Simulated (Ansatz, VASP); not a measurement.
# Ba2MgTiO4 in VASP and in Ansatz

File INCAR:

```
SYSTEM = Ba2MgTiO4
PREC = Accurate ; ENCUT = 520
EDIFF = 1E-6 ; ISMEAR = -1
SIGMA = 0.05 ; LREAL = .False.
LASPH = .True. ; NELM = 80
ALGO = Normal ; ISIF = 2
LWAVE = .False. ; LCHARG = .True.
GGA = PE ; LELF = .True.
LVHAR = .True. ; NBANDS = 39
```

The input KPOINTS:

```
regular mesh
0
Gamma
  7 7 3
  0 0 0
```

The input POSCAR:

```
Ba2MgTiO4
1.0
    2.6791720324     -2.6809765938      0.0000000000
    2.6791720324      2.6809765938      0.0000000000
   -0.0116964056      0.0000000000     11.1729335742
Ba Ti Mg O
2 1 1 4
Direct
    0.1654811100      0.1654811100      0.5494697200
    0.6638858400      0.6638858400      0.9274287000
    0.6634178500      0.6634178500      0.3024012600
    0.1632133300      0.1632133300      0.1698010000
    0.1634328700      0.6633042600      0.2454658300
    0.6649433800      0.6649433800      0.4658949000
    0.1633936600      0.1633936600      0.9949464200
    0.6633042600      0.1634328700      0.2454658300
```

File input.yaml:

```yaml
crystal:
  lattice:
    - [2.6791720324, -2.6809765938, 0.0]
    - [2.6791720324, 2.6809765938, 0.0]
    - [-0.0116964056, 0.0, 11.1729335742]
  atoms:
    - { symbol: Ba, position: [0.16548111, 0.16548111, 0.54946972] }
    - { symbol: Ba, position: [0.66388584, 0.66388584, 0.9274287] }
    - { symbol: Ti, position: [0.66341785, 0.66341785, 0.30240126] }
    - { symbol: Mg, position: [0.16321333, 0.16321333, 0.169801] }
    - { symbol: O, position: [0.16343287, 0.66330426, 0.24546583] }
    - { symbol: O, position: [0.66494338, 0.66494338, 0.4658949] }
    - { symbol: O, position: [0.16339366, 0.16339366, 0.99494642] }
    - { symbol: O, position: [0.66330426, 0.16343287, 0.24546583] }
hamiltonian:
  xc: pbe
  pseudopotentials: { kind: paw }
kpoints:
  mp_grid: { grid: [7, 7, 3] }
scf:
  occupations: { method: fermi_dirac, width: 0.05 }
output:
  forces: true
  stress: true
  eigenvalues: true
```

Alike in both runs: task single point; functional PBE; k mesh 7 × 7 × 3; occupations fermi-dirac, width 0.05 eV; no spin polarisation.

|  | VASP | Ansatz |
| --- | --- | --- |
| version | VASP 6.6.1 | Ansatz 0.2.0 |
| potentials or method | VASP PAW PBE potentials, release 64 (Ba_sv, Ti_sv, Mg, O) | Ansatz PAW |
| plane-wave cutoff (eV) | 520 | 420 |
| valence electrons in the cell | 58 | 66 |

|  | VASP | Ansatz | Ansatz less VASP |
| --- | --- | --- | --- |
| gap on the k mesh at the Fermi level (eV) | none | none | - |
| pressure (GPa) | -0.4 | -1.0 | -0.60 |
| traceless stress, the component that is largest in VASP (GPa) | -0.11 | 0.22 | +0.326 |
| rms of the force components (eV/Å) | 0.053 | 0.061 | +0.0079 |

Atom by atom the forces differ by 0.033 eV/Å (rms over components). A gap of «none» marks a metal or a gap that the smearing closes. With one functional, cell and mesh, what is left measures potentials, basis and numerics. VASP's potentials hold 58 valence electrons a cell and Ansatz's 66, so a difference there can come from the potentials and not from the codes.

Spin-orbit coupling is off throughout.
